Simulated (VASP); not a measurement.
Write the native input for VASP 6.6.1 that does the following.

* Task: single point
* Functional: PBEsol
* Potentials or basis: VASP PAW PBE potentials, release 64 (Ba_sv, Co)
* Cutoff: 520 eV
* k mesh: 8 × 8 × 8
* Occupations: gaussian, width 0.05 eV
* Spin: collinear spin, ferromagnetic start
* Starting moments: [0.0, 1.5, 1.5, 1.5] μB
* Dipole correction: no
* k mesh for the DOS: 12 × 12 × 12
* Occupations for the DOS: tetrahedron
* Further INCAR settings: ALGO = Normal; EDIFF = 1e-06

Crystal: BaCo3.

```
Ba Co
1.0
     3.92089    0.00000    0.00000
     0.00000    3.92089    0.00000
     0.00000    0.00000    3.92089
Ba Co
1 3
Cartesian
  0.0000 0.0000 0.0000
  0.0000 1.9604 1.9604
  1.9604 1.9604 0.0000
  1.9604 0.0000 1.9604
```

These files were run (other wordings do the same):

POSCAR

```
BaCo3
1.0
    3.9208882362      0.0000000000      0.0000000000
    0.0000000000      3.9208882362      0.0000000000
    0.0000000000      0.0000000000      3.9208882362
Ba Co
1 3
Direct
    0.0000000000      0.0000000000      0.0000000000
    0.0000000000      0.5000000000      0.5000000000
    0.5000000000      0.5000000000      0.0000000000
    0.5000000000      0.0000000000      0.5000000000
```

INCAR.step1

```
PREC     = Accurate       # precision mode
ENCUT    = 520            # plane-wave cutoff, eV
EDIFF    = 1E-6           # SCF threshold, eV
ISMEAR   = 0              # smearing method
SIGMA    = 0.05           # smearing width, eV
LREAL    = False          # projectors in reciprocal space
LASPH    = True           # aspherical terms in the spheres
NELM     = 150            # most SCF steps
ALGO     = Normal         # electronic algorithm
ISIF     = 2              # what is computed and relaxed
LWAVE    = False          # write WAVECAR
LCHARG   = True           # write CHGCAR
ISPIN    = 2              # spin polarisation
MAGMOM   = 0 1.5 1.5 1.5  # initial moments
LMAXMIX  = 4              # l up to which the mixer works
GGA      = PS             # functional
NBANDS   = 30             # bands
```

KPOINTS.step1

```
regular mesh
0
Gamma
  8 8 8
```

INCAR.step2

```
PREC     = Accurate       # precision mode
ENCUT    = 520            # plane-wave cutoff, eV
EDIFF    = 1E-6           # SCF threshold, eV
ISMEAR   = -5             # smearing method
SIGMA    = 0.05           # smearing width, eV
LREAL    = False          # projectors in reciprocal space
LASPH    = True           # aspherical terms in the spheres
NELM     = 150            # most SCF steps
ALGO     = Normal         # electronic algorithm
ISIF     = 2              # what is computed and relaxed
LWAVE    = False          # write WAVECAR
LCHARG   = False          # write CHGCAR
ISPIN    = 2              # spin polarisation
MAGMOM   = 0 1.5 1.5 1.5  # initial moments
LORBIT   = 11             # projections on sites
LMAXMIX  = 4              # l up to which the mixer works
GGA      = PS             # functional
NEDOS    = 2001           # points of the DOS
ICHARG   = 11             # starting density
```

KPOINTS.step2

```
regular mesh
0
Gamma
  12 12 12
```

Potentials or basis: VASP PAW PBE potentials, release 64 (Ba_sv, Co).

The run is started by

```console
$ cat potpaw_PBE.64/Ba_sv/POTCAR potpaw_PBE.64/Co/POTCAR > POTCAR
$ cp INCAR.step1 INCAR
$ cp KPOINTS.step1 KPOINTS
$ mpirun -np 1 vasp_std > vasp.out
$ cp INCAR.step2 INCAR
$ cp KPOINTS.step2 KPOINTS
$ mpirun -np 1 vasp_std > vasp.out
```

It gave:

* Net moment: 3.84 μB per cell
* Site moments: Ba -0.12; Co +1.35 μB
* Valence electrons inside the program's atomic spheres: Ba 8.65; Co 8.11

Wall time 2 min on 1 thread of Intel(R) Xeon(R) 6975P-C (Granite Rapids), with other jobs on the host, peak memory 0.31 GiB.
